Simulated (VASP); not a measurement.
# Pb (C2/m) in VASP: a series of runs

Aim: see how the results for Pb move with the level of theory and the settings. Levels: PBE0, LDA. Tasks: single point.

Program: VASP 6.6.1. These are calculated values, not measurements. Logs are shortened: lines on timing, memory, paths and dates and some standing lists are left out, and cuts for length are marked.

### 1 The cell of the first run

It takes space group C2/m (No. 12, monoclinic). The conventional cell has a = 6.077 Å, b = 3.501 Å, c = 6.452 Å, α = 90.00°, β = 109.14°, γ = 90.00°. Pb (site symmetry m) has 10 Pb at 3.34 to 3.51 Å within 4.4 Å.

### 2 Single point, PBE0

The input, POSCAR:

```
Pb
1.0
    3.0386068135     -1.7503199600      0.0000000000
    3.0386068135      1.7503199600      0.0000000000
   -2.1154626375      0.0000000000      6.0952248674
Pb
2
Direct
    0.9085084100      0.9085084100      0.7262922000
    0.0914915900      0.0914915900      0.2737078000
```

The input, INCAR.step1:

```
  PREC = Accurate
  ENCUT = 520
  EDIFF = 1E-5
  ISMEAR = -1
  SIGMA = 0.05
  LREAL = False
  LASPH = True
  NELM = 60
  ALGO = Normal
  ISIF = 2
  LWAVE = True
  LCHARG = False
  NBANDS = 21
  GGA = PE
```

The input, INCAR.step2:

```
  PREC = Accurate
  ENCUT = 520
  EDIFF = 1E-7
  ISMEAR = -1
  SIGMA = 0.05
  LREAL = False
  LASPH = True
  NELM = 60
  ALGO = Normal
  ISIF = 2
  LWAVE = False
  LCHARG = False
  GGA = PE
  LHFCALC = True
  AEXX = 0.25
  PRECFOCK = Normal
  NBANDS = 21
  ISTART = 1
```

The input, KPOINTS:

```
Automatic mesh
0
Gamma
  4 4 2
```

Potentials or basis: VASP PAW PBE potentials, release 64 (Pb_d).

Command:

```console
$ cat potpaw_PBE.64/Pb_d/POTCAR > POTCAR
$ cp INCAR.step1 INCAR
$ mpirun -np 1 vasp_std > vasp.out
$ cp INCAR.step2 INCAR
$ mpirun -np 1 vasp_std > vasp.out
```

OUTCAR:

```text
PREC = Accurate
   ENCUT = 520
   EDIFF = 1E-7
   ISMEAR = -1
   LREAL = False
   LASPH = True
   NELM = 60
   ISIF = 2
   GGA = PE
   LHFCALC = True
   AEXX = 0.25
   PRECFOCK = Normal
   ISTART = 1

 ion  position               nearest neighbor table
   1  0.909  0.909  0.726-   2 3.34   2 3.41   2 3.41   2 3.45
   2  0.091  0.091  0.274-   1 3.34   1 3.41   1 3.41   1 3.45

  LATTYP: Found a base centered monoclinic cell.
 ALAT       =     6.0772136270
 B/A-ratio  =     0.5760271293
 C/A-ratio  =     1.0616534713
 COS(beta)  =    -0.3278823751

  Lattice vectors:

 A1 = (   3.0386068135,  -1.7503199600,   0.0000000000)
 A2 = (   3.0386068135,   1.7503199600,   0.0000000000)
 A3 = (  -2.1154626375,   0.0000000000,   6.0952248674)

Analysis of symmetry for initial positions (statically):
=====================================================================
 Subroutine PRICEL returns:
 Original cell was already a primitive cell.

 Routine SETGRP: Setting up the symmetry group for a
 base centered monoclinic supercell.

 Subroutine GETGRP returns: Found  4 space group operations
 (whereof  4 operations were pure point group operations)
 out of a pool of  4 trial point group operations.

The static configuration has the point symmetry C_2h.

Analysis of symmetry for dynamics (positions and initial velocities):
=====================================================================
 Subroutine PRICEL returns:
 Original cell was already a primitive cell.

 Routine SETGRP: Setting up the symmetry group for a
 base centered monoclinic supercell.

 Subroutine GETGRP returns: Found  4 space group operations
 (whereof  4 operations were pure point group operations)
 out of a pool of  4 trial point group operations.

The dynamic configuration has the point symmetry C_2h.

 Subroutine INISYM returns: Found  4 space group operations
 (whereof  4 operations are pure point group operations),
 and found     1 'primitive' translations

----------------------------------------------------------------------------------------

                                     Primitive cell
[... 78 lines left out ...]
   ENCUT  =  520.0 eV  38.22 Ry    6.18 a.u.   6.52  6.52 12.00*2*pi/ulx,y,z
   NELM   =     60;   NELMIN=  2; NELMDL=  0     # of ELM steps
   EDIFF  = 0.1E-06   stopping-criterion for ELM
   LREAL  =      F    real-space projection
   EDIFFG = 0.1E-05   stopping-criterion for IOM
   NSW    =      0    number of steps for IOM
   IBRION =     -1    ionic relax: 0-MD 1-quasi-New 2-CG
   NFREE  =      0    steps in history (QN), initial steepest desc. (CG)
   ISIF   =      2    stress and relaxation
   ISYM   =      3    0-nonsym 1-usesym 2-fastsym
   POTIM  = 0.5000    time-step for ionic-motion
   TEBEG  =    0.0;   TEEND  =   0.0 temperature during run
   PSTRESS=    0.0 pullay stress
   NELECT =      28.0000    total number of electrons
   NUPDOWN=      -1.0000    fix difference up-down
   EMIN   =  10.00;   EMAX   =-10.00  energy-range for DOS
   EFERMI =   0.00;   METHOD = LEGACY
   ISMEAR =    -1;   SIGMA  =   0.05  broadening in eV -4-tet -1-fermi 0-gaus
   EFERMI_NEDOS =   21; number of points for ismear=-14 and -15
   IALGO  =     38    algorithm
   IMIX   =      1    mixing-type and parameters
     AMIX     =   0.40;   BMIX     =  1.00
     AMIX_MAG =   1.60;   BMIX_MAG =  1.00
  volume/ion in A,a.u.               =      32.42       218.77
  Fermi-wavevector in a.u.,A,eV,Ry     =   1.237438  2.338420 20.833975  1.531254
  Thomas-Fermi vector in A             =   2.372006
   LORBIT       =      0    0 simple, 1 ext, 2 COOP (PROOUT), +10 PAW based schemes
   GGA     = PE    functional components
   LHFCALC =     T    Hartree Fock is set to
   PRECFOCK=normal    Normal, Fast or Accurate (Low or Medium for compatibility)
   ENCUT4O =  -1.0   cutoff for four orbital integrals eV
   NKREDX  =     1    reduce k-point grid by
   NKREDY  =     1    reduce k-point grid by
   NKREDZ  =     1    reduce k-point grid by
   AEXX    =    0.2500 exact exchange contribution
   HFSCREEN=    0.0000 screening length (either q_TF or 0.3 A-1)
   HFSCREENC=   0.0000 screening length for correlation (either q_TF or 0.3 A-1)
   ENCUTFOCK=  -1.0 apply spherical cutoff to Coloumb kernel
   IVDW    =     0    specifies the selected vdW correction
   LEPSILON=     F    determine dielectric tensor
   LRPA    =     F    only Hartree local field effects (RPA)
 non-spin polarized calculation
  energy-cutoff  :      520.00
  volume of cell :       64.84
 maximum number of plane-waves:      1774
 NGX is ok and might be reduce to    28
  NGX = 20; NGY = 20; NGZ = 36

 number of electron      27.9999996 magnetization

 Free energy of the ion-electron system (eV)
  ---------------------------------------------------
  ext. energy  EPLUGINS =         0.00000000
  ---------------------------------------------------
  free energy    TOTEN  =        -8.89036245 eV

  energy without entropy =       -8.88597541  energy(sigma->0) =       -8.88816893

 E-fermi :   6.6507     XC(G=0):  -7.7720

 val. band max:        6.2109995226   @ k =   0.5000   0.5000   0.5000
 cond. band min:       6.6508474400   @ k =  -0.2500   0.2500   0.5000
 fundamental gap:      0.4398479174
 Fermi energy:         6.6506874756

 k-point     1 :       0.0000    0.0000    0.0000
  band No.  band energies     occupation
      1     -13.0255      2.00000
      2     -12.9435      2.00000
      3     -12.9382      2.00000
      4     -12.9380      2.00000
      5     -12.9325      2.00000
      6     -12.8891      2.00000
[... 325 lines left out ...]
     20      14.6160      0.00000
     21      15.9995      0.00000

------------------------ aborting loop because EDIFF is reached ----------------------------------------

  FORCE on cell =-STRESS in cart. coord.  units (eV):
  Direction    XX          YY          ZZ          XY          YZ          ZX
  --------------------------------------------------------------------------------------
  -------------------------------------------------------------------------------------
  Total        1.0684858     -0.5422485     -1.2224633      0.0000000      0.0000000     -0.7473772
  in kB       26.4038752    -13.3997666    -30.2088873      0.0000000      0.0000000    -18.4688037
  external PRESSURE =      -5.7349262 kB  Pullay stress =       0.0000000 kB

 VOLUME and BASIS-vectors are now :
 -----------------------------------------------------------------------------
  energy-cutoff  :      520.00
  volume of cell :       64.84
      direct lattice vectors                 reciprocal lattice vectors
     3.038606813 -1.750319960  0.000000000     0.164549095 -0.285662057  0.057109864
     3.038606813  1.750319960  0.000000000     0.164549095  0.285662057  0.057109864
    -2.115462637  0.000000000  6.095224867     0.000000000  0.000000000  0.164062856

 POSITION                                       TOTAL-FORCE (eV/Angst)
 -----------------------------------------------------------------------------------
      3.98476      0.00000      4.42691        -0.021432      0.000000     -0.343786
     -0.02300      0.00000      1.66831         0.021432      0.000000      0.343786
 -----------------------------------------------------------------------------------
    total drift:                               -0.000000      0.000000     -0.000000

  FREE ENERGIE OF THE ION-ELECTRON SYSTEM (eV)
  ---------------------------------------------------
  free  energy   TOTEN  =        -8.8903624498 eV

  energy  without entropy=       -8.8859754149  energy(sigma->0) =       -8.88816893
```

OUTCAR.step1:

```text
PREC = Accurate
   ENCUT = 520
   EDIFF = 1E-5
   ISMEAR = -1
   LREAL = False
[... 548 lines left out ...]
      3.98476      0.00000      4.42691         0.020195      0.000000     -0.336646
     -0.02300      0.00000      1.66831        -0.020195      0.000000      0.336646
 -----------------------------------------------------------------------------------
    total drift:                                0.000000      0.000000     -0.000000

  FREE ENERGIE OF THE ION-ELECTRON SYSTEM (eV)
  ---------------------------------------------------
  free  energy   TOTEN  =        -6.7814772235 eV

  energy  without entropy=       -6.7661909328  energy(sigma->0) =       -6.77383408
```

OSZICAR.step1:

```text
N       E                     dE             d eps       ncg     rms          rms(c)
DAV:   1     0.289807599007E+03    0.28981E+03   -0.13800E+04   588   0.158E+03
DAV:   2     0.148594859537E+02   -0.27495E+03   -0.26829E+03   598   0.404E+02
DAV:   3    -0.613078240835E+01   -0.20990E+02   -0.20820E+02   722   0.137E+02
DAV:   4    -0.678324067801E+01   -0.65246E+00   -0.65223E+00   696   0.278E+01
DAV:   5    -0.681632111435E+01   -0.33080E-01   -0.33080E-01   769   0.571E+00    0.823E-01
DAV:   6    -0.678742510181E+01    0.28896E-01   -0.52322E-02   775   0.258E+00    0.432E-01
DAV:   7    -0.678158858310E+01    0.58365E-02   -0.21445E-02   715   0.164E+00    0.162E-01
DAV:   8    -0.678146603659E+01    0.12255E-03   -0.17942E-03   770   0.426E-01    0.237E-02
DAV:   9    -0.678147651134E+01   -0.10475E-04   -0.14050E-04   724   0.104E-01    0.124E-02
DAV:  10    -0.678147722352E+01   -0.71218E-06   -0.24638E-05   528   0.619E-02
   1 F= -.67814772E+01 E0= -.67738341E+01  d E =-.152863E-01
```

Run time: 20 min. Hardware: 1 thread of AMD EPYC 7R43 (Zen 3), shared host; peak memory 0.17 GiB.

What came out:

```
Free energy            : -8.8904 eV
Pressure               : -0.6 GPa
Largest force          : 0.344 eV/Å
Band gap on the k mesh : zero (bands 14 and 15 overlap by 8.64 eV)
```

Forces in eV/Å, atoms in the order of the input:
```
Pb  -0.021  0.000 -0.344
Pb   0.021  0.000  0.344
```

Stress tensor (GPa, compression positive):
```
 2.64  0.00 -1.85
 0.00 -1.34  0.00
-1.85  0.00 -3.02
```

Caveat: the k points lie up to 0.53 Å⁻¹ apart, too coarse for converged energies and pressures of a metal; the PAW data sets were made with another functional, which shifts forces and pressure a little; spin-orbit coupling is left out, which moves the levels of the heavy elements.

### 3 Single point, PBE0

This run uses another cell than the first one, of 33.07 Å³/atom.

The input, POSCAR:

```
Pb
1.0
    3.0587306239     -1.7619118207      0.0000000000
    3.0587306239      1.7619118207      0.0000000000
   -2.1294727321      0.0000000000      6.1355917714
Pb
2
Direct
    0.9085084100      0.9085084100      0.7262922000
    0.0914915900      0.0914915900      0.2737078000
```

The input, INCAR.step1:

```
PREC = Accurate
ENCUT = 520
EDIFF = 1E-5
ISMEAR = -1
SIGMA = 0.05
LREAL = False
LASPH = True
NELM = 60
ALGO = Normal
ISIF = 2
LWAVE = True
LCHARG = False
GGA = PE
NBANDS = 21
```

The input, INCAR.step2:

```
PREC = Accurate
ENCUT = 520
EDIFF = 1E-7
ISMEAR = -1
SIGMA = 0.05
LREAL = False
LASPH = True
NELM = 60
ALGO = Normal
ISIF = 2
LWAVE = False
LCHARG = False
GGA = PE
LHFCALC = True
AEXX = 0.25
PRECFOCK = Normal
ISTART = 1
NBANDS = 21
```

The input, KPOINTS:

```
regular mesh
0
Gamma
  4 4 2
```

Potentials or basis: VASP PAW PBE potentials, release 64 (Pb_d).

Command:

```console
$ cat potpaw_PBE.64/Pb_d/POTCAR > POTCAR
$ cp INCAR.step1 INCAR
$ mpirun -np 1 vasp_std > vasp.out
$ cp INCAR.step2 INCAR
$ mpirun -np 1 vasp_std > vasp.out
```

It took 20 min on 1 thread of AMD EPYC 7R43 (Zen 3), shared host; peak memory 0.17 GiB.

The run converged. Its results:

```
Free energy            : -8.8909 eV
Pressure               : -1.1 GPa
Largest force          : 0.468 eV/Å
Band gap on the k mesh : zero (bands 14 and 15 overlap by 8.49 eV)
```

Forces on the atoms (eV/Å):
```
Pb  -0.055  0.000 -0.465
Pb   0.055  0.000  0.465
```

Stress tensor (GPa, compression positive):
```
 1.72  0.00 -0.22
 0.00 -1.11  0.00
-0.22  0.00 -4.04
```

Levels at points of the mesh, in eV from the Fermi level:
| k point | band 11 | band 12 | band 13 | band 14 | band 15 | band 16 | band 17 | band 18 |
| --- | --- | --- | --- | --- | --- | --- | --- | --- |
| (0.00, 0.00, 0.00) | -13.23 | -9.78 | -5.03 | 6.98 | 7.21 | 7.25 | 7.30 | 7.45 |
| (0.50, 0.00, 0.00) | -9.61 | -7.81 | -4.45 | -3.27 | 0.64 | 3.56 | 3.86 | 4.65 |
| (0.50, 0.50, 0.00) | -8.93 | -8.91 | -4.11 | -3.69 | 2.36 | 2.86 | 3.26 | 6.06 |
| (0.00, 0.00, 0.50) | -12.54 | -11.49 | -0.79 | 0.88 | 6.35 | 6.36 | 8.40 | 8.56 |
| (0.50, 0.00, 0.50) | -8.96 | -8.82 | -4.03 | -3.65 | 2.17 | 2.80 | 3.22 | 6.00 |
| (0.50, 0.50, 0.50) | -9.71 | -7.76 | -4.51 | -3.18 | 0.42 | 3.60 | 3.76 | 4.70 |

Caveat: the k points lie up to 0.52 Å⁻¹ apart, too coarse for converged energies and pressures of a metal; the PAW data sets were made with another functional, which shifts forces and pressure a little; spin-orbit coupling is left out, which moves the levels of the heavy elements.

### 4 Single point, LDA (30.47 Å³/atom)

This run uses another cell than the first one, of 30.47 Å³/atom.

The input, INCAR:

```
SYSTEM = Pb
ALGO = Fast ; EDIFF = 1E-6
ENCUT = 520 ; ISIF = 2
ISMEAR = -1 ; LASPH = .True.
LCHARG = .False. ; LREAL = .False.
LWAVE = .False. ; NBANDS = 21
NELM = 60 ; PREC = Accurate
SIGMA = 0.05
```

The input, KPOINTS:

```
k-points
0
Gamma
  9 9 5
  0 0 0
```

The input, POSCAR:

```
Pb
1.0
    2.9765770244     -1.7145891186      0.0000000000
    2.9765770244      1.7145891186      0.0000000000
   -2.0722778132      0.0000000000      5.9707976096
Pb
2
Direct
    0.9085084100      0.9085084100      0.7262922000
    0.0914915900      0.0914915900      0.2737078000
```

Potentials or basis: VASP PAW LDA potentials, release 64 (Pb_d).

Command:

```console
$ cat potpaw_LDA.64/Pb_d/POTCAR > POTCAR
$ mpirun -np 1 vasp_std > vasp.out
```

It took 66 s on 1 thread of Intel Xeon Platinum 8488C (Sapphire Rapids), shared host; peak memory 0.24 GiB.

Results (log left out):

```
Free energy            : -8.3912 eV
Pressure               : -0.6 GPa
Largest force          : 0.062 eV/Å
Band gap on the k mesh : zero (bands 14 and 15 overlap by 8.03 eV)
```

Forces on the atoms (eV/Å):
```
Pb   0.029  0.000 -0.055
Pb  -0.029  0.000  0.055
```

Stress tensor (GPa, compression positive):
```
-0.66  0.00  0.04
 0.00 -0.54  0.00
 0.04  0.00 -0.66
```

Levels at points of the mesh, in eV from the Fermi level:
```csv
k point,band 10,band 11,band 12,band 13,band 14,band 15,band 16,band 17,band 18,band 19
"(0.00, 0.00, 0.00)",-16.74,-11.87,-8.47,-4.26,6.57,6.82,6.88,6.91,7.04,9.55
```

Caveat: spin-orbit coupling is left out, which moves the levels of the heavy elements.

(Continued in part 2 of 2.)

The gap in the log of VASP goes by the Fermi energy; the results here count the filled bands.